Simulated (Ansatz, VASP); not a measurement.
**SiNi: VASP beside Ansatz**

INCAR

```
PREC     = Accurate       # precision mode
ENCUT    = 600            # plane-wave cutoff, eV
EDIFF    = 1E-6           # SCF threshold, eV
ISMEAR   = 0              # smearing method
SIGMA    = 0.1            # smearing width, eV
LREAL    = F              # projectors in reciprocal space
LASPH    = T              # aspherical terms in the spheres
NELM     = 60             # most SCF steps
ALGO     = Normal         # electronic algorithm
ISIF     = 3              # what is computed and relaxed
LWAVE    = F              # write WAVECAR
LCHARG   = F              # write CHGCAR
GGA      = PS             # functional
IBRION   = 2              # ionic algorithm
NSW      = 100            # ionic steps
EDIFFG   = -0.005         # ionic threshold
```

KPOINTS

```
Automatic mesh
0
Gamma
  8 8 8
```

POSCAR

```
SiNi
1.0
    4.4689356612      0.0000000000      0.0000000000
    0.0000000000      4.4689356612      0.0000000000
    0.0000000000      0.0000000000      4.4689356612
Si Ni
4 4
Direct
    0.8462669013      0.8462669013      0.8462669013
    0.6537330987      0.1537330987      0.3462669013
    0.3462669013      0.6537330987      0.1537330987
    0.1537330987      0.3462669013      0.6537330987
    0.1488310134      0.1488310134      0.1488310134
    0.3511689866      0.8511689866      0.6488310134
    0.6488310134      0.3511689866      0.8511689866
    0.8511689866      0.6488310134      0.3511689866
```

Input for Ansatz:

```yaml
crystal:
  lattice:
    - [4.4689357728, 0.0, 0.0]
    - [0.0, 4.4689357728, 0.0]
    - [0.0, 0.0, 4.4689357728]
  atoms:
    - { symbol: Si, position: [0.8462669002, 0.8462669002, 0.8462669002] }
    - { symbol: Si, position: [0.6537330998, 0.1537330998, 0.3462669002] }
    - { symbol: Si, position: [0.3462669002, 0.6537330998, 0.1537330998] }
    - { symbol: Si, position: [0.1537330998, 0.3462669002, 0.6537330998] }
    - { symbol: Ni, position: [0.1488310194, 0.1488310194, 0.1488310194] }
    - { symbol: Ni, position: [0.3511689806, 0.8511689806, 0.6488310194] }
    - { symbol: Ni, position: [0.6488310194, 0.3511689806, 0.8511689806] }
    - { symbol: Ni, position: [0.8511689806, 0.6488310194, 0.3511689806] }
basis:
  ecutwfc: 420
kpoints:
  mp_grid: { grid: [8, 8, 8] }
hamiltonian:
  xc: pbesol
scf:
  occupations: { method: gaussian, width: 0.1 }
output:
  forces: true
  stress: true
  eigenvalues: true
  write_density: true
  write_potential: true
  elf: true
  volumetric_format: npy
relax:
  adjacent_minimum: "off"
  f_tol: 0.005
  max_steps: 80
  cell: { stress_tol: 0.05 }
```

Alike in both runs: task relaxation of cell and atoms; functional PBEsol; k mesh 8 × 8 × 8; occupations gaussian, width 0.1 eV; no spin polarisation.

|  | VASP | Ansatz |
| --- | --- | --- |
| version | VASP 6.6.1 | Ansatz 0.2.0 |
| potentials or method | VASP PAW PBE potentials, release 64 (Si, Ni), cutoff 600 eV | scalar-relativistic, plane waves, PAW |
| valence electrons in the cell | 56 | 88 |

VASP gave:

| Quantity | Value |
| --- | --- |
| gap on the k mesh at the Fermi level, each at its own relaxed structure (eV) | none |
| relaxed volume (Å³/atom) | 11.16 |
| relaxed cell length with the largest relative difference (Å) | 4.470 |

Problem. Which values does Ansatz return?

Solution. gap on the k mesh at the Fermi level, each at its own relaxed structure (eV): none; relaxed volume (Å³/atom): 11.15; relaxed cell length with the largest relative difference (Å): 4.468.

VASP's potentials were made for PBE, not for PBEsol. A gap of «none» marks a metal or a gap that the smearing closes. VASP's potentials hold 56 valence electrons a cell and Ansatz's 88, so a difference there can come from the potentials and not from the codes.
